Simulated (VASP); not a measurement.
# Sb (Pm-3m) in VASP: a series of runs

Aim: see how the results for Sb move with the level of theory and the settings. Levels: HSE06, RPBE+D3(BJ), PBEsol+D3(BJ), PBEsol+D4, RPBE+D4. Tasks: single point.

Everything below comes from runs of VASP 6.6.1. Logs are shortened: lines on timing, memory, paths and dates and some standing lists are left out, and cuts for length are marked.

### Step 1. The cell of the first run

The structure is cubic, space group Pm-3m (No. 221). The conventional cell has a = 3.160 Å, b = 3.160 Å, c = 3.160 Å, α = 90.00°, β = 90.00°, γ = 90.00°. Within 4.2 Å of Sb (site symmetry m-3m) lie 6 Sb at 3.16 Å.

### Step 2. Single point, HSE06

File POSCAR:

```
Sb
1.0
    3.1600000000      0.0000000000      0.0000000000
    0.0000000000      3.1600000000      0.0000000000
    0.0000000000      0.0000000000      3.1600000000
Sb
1
Direct
    0.0000000000      0.0000000000      0.0000000000
```

File INCAR.step1:

```
SYSTEM = Sb
PREC = Accurate
ENCUT = 520
EDIFF = 1E-5
ISMEAR = -1
SIGMA = 0.05
LREAL = .FALSE.
LASPH = .TRUE.
NELM = 60
ALGO = Normal
ISIF = 2
LWAVE = .TRUE.
NBANDS = 8
GGA = PE
```

File INCAR.step2:

```
SYSTEM = Sb
PREC = Accurate
ENCUT = 520
EDIFF = 1E-6
ISMEAR = -1
SIGMA = 0.05
LREAL = .FALSE.
LASPH = .TRUE.
NELM = 60
ALGO = Normal
ISIF = 2
LWAVE = .FALSE.
LCHARG = .TRUE.
GGA = PE
LHFCALC = .TRUE.
HFSCREEN = 0.2079
PRECFOCK = Normal
LELF = .TRUE.
LVHAR = .TRUE.
NBANDS = 8
ISTART = 1
```

File KPOINTS:

```
regular mesh
0
G
  5 5 5
  0 0 0
```

Potentials or basis: VASP PAW PBE potentials, release 64 (Sb).

Run with:

```bash
$ cat potpaw_PBE.64/Sb/POTCAR > POTCAR
$ cp INCAR.step1 INCAR
$ mpirun -np 1 vasp_std > vasp.out
$ cp INCAR.step2 INCAR
$ mpirun -np 1 vasp_std > vasp.out
```

OUTCAR:

```text
SYSTEM = Sb
   PREC = Accurate
   ENCUT = 520
   EDIFF = 1E-6
   ISMEAR = -1
   LREAL = .FALSE.
   LASPH = .TRUE.
   NELM = 60
   ISIF = 2
   GGA = PE
   LHFCALC = .TRUE.
   HFSCREEN = 0.2079
   PRECFOCK = Normal
   ISTART = 1

 ion  position               nearest neighbor table
   1  0.000  0.000  0.000-

  LATTYP: Found a simple cubic cell.
 ALAT       =     3.1600000000

  Lattice vectors:

 A1 = (   3.1600000000,   0.0000000000,   0.0000000000)
 A2 = (   0.0000000000,   3.1600000000,   0.0000000000)
 A3 = (   0.0000000000,   0.0000000000,   3.1600000000)

Analysis of symmetry for initial positions (statically):
=====================================================================
 Subroutine PRICEL returns:
 Original cell was already a primitive cell.

 Routine SETGRP: Setting up the symmetry group for a
 simple cubic supercell.

 Subroutine GETGRP returns: Found 48 space group operations
 (whereof 48 operations were pure point group operations)
 out of a pool of 48 trial point group operations.

The static configuration has the point symmetry O_h .

Analysis of symmetry for dynamics (positions and initial velocities):
=====================================================================
 Subroutine PRICEL returns:
 Original cell was already a primitive cell.

 Routine SETGRP: Setting up the symmetry group for a
 simple cubic supercell.

 Subroutine GETGRP returns: Found 48 space group operations
 (whereof 48 operations were pure point group operations)
 out of a pool of 48 trial point group operations.

The dynamic configuration has the point symmetry O_h .

 Subroutine INISYM returns: Found 48 space group operations
 (whereof 48 operations are pure point group operations),
 and found     1 'primitive' translations

----------------------------------------------------------------------------------------

                                     Primitive cell

  volume of cell :      31.5545

  direct lattice vectors                    reciprocal lattice vectors
     3.160000000  0.000000000  0.000000000     0.316455696  0.000000000  0.000000000
     0.000000000  3.160000000  0.000000000     0.000000000  0.316455696  0.000000000
     0.000000000  0.000000000  3.160000000     0.000000000  0.000000000  0.316455696

  length of vectors
     3.160000000  3.160000000  3.160000000     0.316455696  0.316455696  0.316455696

  position of ions in fractional coordinates (direct lattice)
     0.000000000  0.000000000  0.000000000

  ion indices of the primitive-cell ions
   primitive index   ion index
                 1           1

----------------------------------------------------------------------------------------

 KPOINTS: regular mesh

Automatic generation of k-mesh.
 Grid dimensions read from file:
 generate k-points for:    5    5    5

 Generating k-lattice:

  Cartesian coordinates                     Fractional coordinates (reciprocal lattice)
     0.063291139  0.000000000  0.000000000     0.200000000  0.000000000  0.000000000
     0.000000000  0.063291139  0.000000000     0.000000000  0.200000000  0.000000000
     0.000000000  0.000000000  0.063291139     0.000000000  0.000000000  0.200000000

  Length of vectors
     0.063291139  0.063291139  0.063291139

  Shift w.r.t. Gamma in fractional coordinates (k-lattice)
     0.000000000  0.000000000  0.000000000

 Subroutine IBZKPT returns following result:
 ===========================================

 Found     10 irreducible k-points:

 Following reciprocal coordinates:
            Coordinates               Weight
  0.000000  0.000000  0.000000      1.000000
  0.200000  0.000000  0.000000      6.000000
  0.400000  0.000000  0.000000      6.000000
  0.200000  0.200000  0.000000     12.000000
  0.400000  0.200000  0.000000     24.000000
  0.400000  0.400000  0.000000     12.000000
  0.200000  0.200000  0.200000      8.000000
  0.400000  0.200000  0.200000     24.000000
  0.400000  0.400000  0.200000     24.000000
  0.400000  0.400000  0.400000      8.000000
   k-points           NKPTS =     10   k-points in BZ     NKDIM =    125   number of bands    NBANDS=      8
   number of dos      NEDOS =    301   number of ions     NIONS =      1
   total plane-waves  NPLWV =  13824
   dimension x,y,z NGX =    24 NGY =   24 NGZ =   24
   dimension x,y,z NGXF=    48 NGYF=   48 NGZF=   48
   ions per type =               1
   NGX,Y,Z   is equivalent  to a cutoff of  12.63, 12.63, 12.63 a.u.
   NGXF,Y,Z  is equivalent  to a cutoff of  25.25, 25.25, 25.25 a.u.
 SYSTEM =  Sb
   PREC   = accura    normal or accurate (medium, high low for compatibility)
   ISTART =      1    job   : 0-new  1-cont  2-samecut
   ICHARG =      0    charge: 1-file 2-atom 10-const
   ISPIN  =      1    spin polarized calculation?
   LNONCOLLINEAR =      F non collinear calculations
   LSORBIT =      F    spin-orbit coupling
   LASPH  =      T    aspherical Exc in radial PAW
   ENCUT  =  520.0 eV  38.22 Ry    6.18 a.u.   5.88  5.88  5.88*2*pi/ulx,y,z
   NELM   =     60;   NELMIN=  2; NELMDL=  0     # of ELM steps
   EDIFF  = 0.1E-05   stopping-criterion for ELM
   LREAL  =      F    real-space projection
   EDIFFG = 0.1E-04   stopping-criterion for IOM
   NSW    =      0    number of steps for IOM
   IBRION =     -1    ionic relax: 0-MD 1-quasi-New 2-CG
   NFREE  =      0    steps in history (QN), initial steepest desc. (CG)
   ISIF   =      2    stress and relaxation
   ISYM   =      3    0-nonsym 1-usesym 2-fastsym
   POTIM  = 0.5000    time-step for ionic-motion
   TEBEG  =    0.0;   TEEND  =   0.0 temperature during run
   PSTRESS=    0.0 pullay stress
   NELECT =       5.0000    total number of electrons
   NUPDOWN=      -1.0000    fix difference up-down
   EMIN   =  10.00;   EMAX   =-10.00  energy-range for DOS
   EFERMI =   0.00;   METHOD = LEGACY
   ISMEAR =    -1;   SIGMA  =   0.05  broadening in eV -4-tet -1-fermi 0-gaus
   EFERMI_NEDOS =   21; number of points for ismear=-14 and -15
   IALGO  =     38    algorithm
   IMIX   =      1    mixing-type and parameters
     AMIX     =   0.40;   BMIX     =  1.00
     AMIX_MAG =   1.60;   BMIX_MAG =  1.00
  volume/ion in A,a.u.               =      31.55       212.94
  Fermi-wavevector in a.u.,A,eV,Ry     =   0.885886  1.674081 10.677766  0.784794
  Thomas-Fermi vector in A             =   2.006979
   LORBIT       =      0    0 simple, 1 ext, 2 COOP (PROOUT), +10 PAW based schemes
   GGA     = PE    functional components
   LHFCALC =     T    Hartree Fock is set to
   PRECFOCK=normal    Normal, Fast or Accurate (Low or Medium for compatibility)
   ENCUT4O =  -1.0   cutoff for four orbital integrals eV
   NKREDX  =     1    reduce k-point grid by
   NKREDY  =     1    reduce k-point grid by
   NKREDZ  =     1    reduce k-point grid by
   AEXX    =    0.2500 exact exchange contribution
   HFSCREEN=    0.2079 screening length (either q_TF or 0.3 A-1)
   HFSCREENC=   0.2079 screening length for correlation (either q_TF or 0.3 A-1)
   ENCUTFOCK=  -1.0 apply spherical cutoff to Coloumb kernel
   IVDW    =     0    specifies the selected vdW correction
   LEPSILON=     F    determine dielectric tensor
   LRPA    =     F    only Hartree local field effects (RPA)
 non-spin polarized calculation
  energy-cutoff  :      520.00
  volume of cell :       31.55
 maximum number of plane-waves:       867
 NGX is ok and might be reduce to    24
  NGX = 18; NGY = 18; NGZ = 18

 number of electron       5.0000001 magnetization

 Free energy of the ion-electron system (eV)
  ---------------------------------------------------
  ext. energy  EPLUGINS =         0.00000000
  ---------------------------------------------------
  free energy    TOTEN  =        -4.83800458 eV

  energy without entropy =       -4.82720472  energy(sigma->0) =       -4.83260465

 E-fermi :   6.4039     XC(G=0):  -7.8571

 val. band max:        6.4025077977   @ k =   0.2000   0.2000   0.2000
 cond. band min:       7.1306195888   @ k =   0.2000   0.2000   0.2000
 fundamental gap:      0.7281117911
 Fermi energy:         6.4038749868

 k-point     1 :       0.0000    0.0000    0.0000
  band No.  band energies     occupation
      1      -7.1002      2.00000
      2       9.8045      0.00000
      3       9.8045      0.00000
      4       9.8045      0.00000
      5      13.5851      0.00000
      6      13.5851      0.00000
      7      14.8089      0.00000
      8      24.3279      0.00000

 k-point     2 :       0.2000    0.0000    0.0000
  band No.  band energies     occupation
      1      -6.5060      2.00000
      2       5.4309      2.00000
      3      10.3810      0.00000
      4      10.3810      0.00000
      5      14.0708      0.00000
      6      14.8888      0.00000
      7      18.9228      0.00000
      8      21.5721      0.00000

 k-point     3 :       0.4000    0.0000    0.0000
  band No.  band energies     occupation
      1      -5.0215      2.00000
      2       1.1075      2.00000
      3      11.6107      0.00000
      4      11.6107      0.00000
      5      15.3136      0.00000
      6      16.5415      0.00000
      7      18.7355      0.00000
      8      18.7355      0.00000

 k-point     4 :       0.2000    0.2000    0.0000
  band No.  band energies     occupation
      1      -5.9097      2.00000
      2       5.8264      1.99998
      3       6.2575      1.89845
      4      10.9519      0.00000
      5      14.9322      0.00000
      6      17.1395      0.00000
      7      19.0282      0.00000
      8      20.1229      0.00000

 k-point     5 :       0.4000    0.2000    0.0000
  band No.  band energies     occupation
      1      -4.4136      2.00000
      2       1.6912      2.00000
      3       7.4333      0.00000
      4      12.1695      0.00000
      5      13.6729      0.00000
      6      16.5462      0.00000
      7      19.1664      0.00000
      8      19.4116      0.00000

 k-point     6 :       0.4000    0.4000    0.0000
  band No.  band energies     occupation
      1      -2.8575      2.00000
      2       2.8665      2.00000
      3       3.1702      2.00000
      4      10.1485      0.00000
      5      13.3572      0.00000
      6      18.0196      0.00000
      7      20.1611      0.00000
      8      20.3154      0.00000

 k-point     7 :       0.2000    0.2000    0.2000
  band No.  band energies     occupation
      1      -5.3118      2.00000
      2       6.4025      1.01368
      3       6.4025      1.01367
      4       7.1306      0.00000
      5      17.0624      0.00000
      6      17.9359      0.00000
      7      17.9359      0.00000
      8      19.4649      0.00000

 k-point     8 :       0.4000    0.2000    0.2000
  band No.  band energies     occupation
      1      -3.8056      2.00000
      2       2.2658      2.00000
      3       7.6599      0.00000
      4       8.3878      0.00000
      5      13.8739      0.00000
      6      14.6698      0.00000
      7      18.9411      0.00000
      8      20.4657      0.00000

 k-point     9 :       0.4000    0.4000    0.2000
  band No.  band energies     occupation
      1      -2.2433      2.00000
      2       3.4128      2.00000
      3       3.7251      2.00000
      4       9.3646      0.00000
      5      10.7067      0.00000
      6      15.5550      0.00000
      7      15.7845      0.00000
      8      19.9632      0.00000

 k-point    10 :       0.4000    0.4000    0.4000
  band No.  band energies     occupation
      1      -0.6243      2.00000
      2       4.5919      2.00000
      3       4.5919      2.00000
      4       5.3187      2.00000
      5      11.7581      0.00000
      6      12.4501      0.00000
      7      12.4501      0.00000
      8      16.3433      0.00000

------------------------ aborting loop because EDIFF is reached ----------------------------------------

  FORCE on cell =-STRESS in cart. coord.  units (eV):
  Direction    XX          YY          ZZ          XY          YZ          ZX
  --------------------------------------------------------------------------------------
  -------------------------------------------------------------------------------------
  Total       -1.0490069     -1.0490069     -1.0490069      0.0000000     -0.0000000      0.0000000
  in kB      -53.2632506    -53.2632506    -53.2632506      0.0000000     -0.0000000      0.0000000
  external PRESSURE =     -53.2632506 kB  Pullay stress =       0.0000000 kB

 VOLUME and BASIS-vectors are now :
 -----------------------------------------------------------------------------
  energy-cutoff  :      520.00
  volume of cell :       31.55
      direct lattice vectors                 reciprocal lattice vectors
     3.160000000  0.000000000  0.000000000     0.316455696  0.000000000  0.000000000
     0.000000000  3.160000000  0.000000000     0.000000000  0.316455696  0.000000000
     0.000000000  0.000000000  3.160000000     0.000000000  0.000000000  0.316455696

 POSITION                                       TOTAL-FORCE (eV/Angst)
 -----------------------------------------------------------------------------------
      0.00000      0.00000      0.00000         0.000000      0.000000      0.000000
 -----------------------------------------------------------------------------------
    total drift:                               -0.000001      0.000002      0.000002

  FREE ENERGIE OF THE ION-ELECTRON SYSTEM (eV)
  ---------------------------------------------------
  free  energy   TOTEN  =        -4.8380045806 eV

  energy  without entropy=       -4.8272047157  energy(sigma->0) =       -4.83260465
```

It took 71 s on 1 thread of Intel Xeon Platinum 8488C (Sapphire Rapids), shared host; peak memory 0.24 GiB.

What came out:

```yaml
Free_energy: -4.8380 eV
Pressure: -5.3 GPa
```

Levels at points of the mesh, in eV from the Fermi level:
```
           k point  band 1  band 2  band 3  band 4  band 5  band 6
(0.00, 0.00, 0.00)  -13.50    3.40    3.40    3.40    7.18    7.18
```

Caveat: the k points lie up to 0.40 Å⁻¹ apart; the PAW data sets were made with another functional, which shifts forces and pressure a little; spin-orbit coupling is left out, which moves the levels of the heavy elements.

### Step 3. Single point, RPBE+D3(BJ)

This run uses another cell than the first one, of 23.20 Å³/atom, 0.735 times its volume.

File INCAR:

```
PREC = Accurate
ENCUT = 520
EDIFF = 1E-6
ISMEAR = -1
SIGMA = 0.05
LREAL = False
LASPH = True
NELM = 100
ALGO = Normal
ISIF = 2
LWAVE = False
LCHARG = False
GGA = RP
IVDW = 12
NBANDS = 8
```

File KPOINTS:

```
Automatic mesh
0
Gamma
  8 8 8
```

File POSCAR:

```
Sb
1.0
    2.8519000000      0.0000000000      0.0000000000
    0.0000000000      2.8519000000      0.0000000000
    0.0000000000      0.0000000000      2.8519000000
Sb
1
Direct
    0.0000000000      0.0000000000      0.0000000000
```

Potentials or basis: VASP PAW PBE potentials, release 64 (Sb).

Run with:

```bash
$ cat potpaw_PBE.64/Sb/POTCAR > POTCAR
$ mpirun -np 1 vasp_std > vasp.out
```

Run time: 6.9 s. Hardware: 1 thread of Intel Xeon Platinum 8375C at 2.90GHz (Ice Lake), shared host; peak memory 0.14 GiB.

It converged, with:

| Item | Value |
| --- | --- |
| Free energy | -6.2078 eV |
| Pressure | 0.2 GPa |
| Dispersion energy per atom | -3.015 eV |

Levels at points of the mesh, in eV from the Fermi level:
| k point | band 1 | band 2 | band 3 | band 4 | band 5 | band 6 |
| --- | --- | --- | --- | --- | --- | --- |
| (0.00, 0.00, 0.00) | -14.67 | 3.85 | 3.85 | 3.85 | 7.10 | 7.10 |
| (0.50, 0.00, 0.00) | -11.19 | -7.59 | 6.84 | 6.84 | 9.67 | 11.12 |
| (0.50, 0.50, 0.00) | -7.34 | -4.86 | -4.86 | 1.07 | 10.20 | 13.79 |
| (0.50, 0.50, 0.50) | -2.73 | -2.22 | -2.22 | -2.22 | 4.35 | 4.35 |

Caveat: the PAW data sets were made with another functional, which shifts forces and pressure a little; spin-orbit coupling is left out, which moves the levels of the heavy elements; pairwise dispersion overbinds metals, which lowers pressure and volume.

(Part 1 of 3 ends here.)
